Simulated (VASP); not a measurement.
# Al: single point with PBE+D4

Crystal: Al.

```xyz
1
Lattice="0.0000 1.9974 1.9974 1.9974 0.0000 1.9974 1.9974 1.9974 0.0000" Properties=species:S:1:pos:R:3 pbc="T T T"
Al    0.0000    0.0000    0.0000
```

```
Program                : VASP 6.6.1
Task                   : single point
Functional             : PBE
Dispersion             : D4
Potentials or basis    : VASP PAW PBE potentials, release 64 (Al)
Cutoff                 : 520 eV
k mesh                 : 11 × 11 × 11
Occupations            : fermi-dirac, width 0.05 eV
Spin                   : no spin polarisation
Dipole correction      : no
Further INCAR settings : ALGO = Normal; EDIFF = 1e-07; NBANDS = 8
```

```yaml
Pressure: -0.4 GPa
Dispersion_energy_per_atom: -0.355 eV
```

Levels at points of the mesh, in eV from the Fermi level:
| k point | band 1 | band 2 | band 3 | band 4 |
| --- | --- | --- | --- | --- |
| (0.00, 0.00, 0.00) | -11.38 | 12.81 | 12.81 | 12.81 |

Run time: 4.5 s on 1 thread of Intel Xeon 6975P-C, on a shared host, peak memory 0.13 GiB.

Caveat: pairwise dispersion overbinds metals, which lowers pressure and volume.
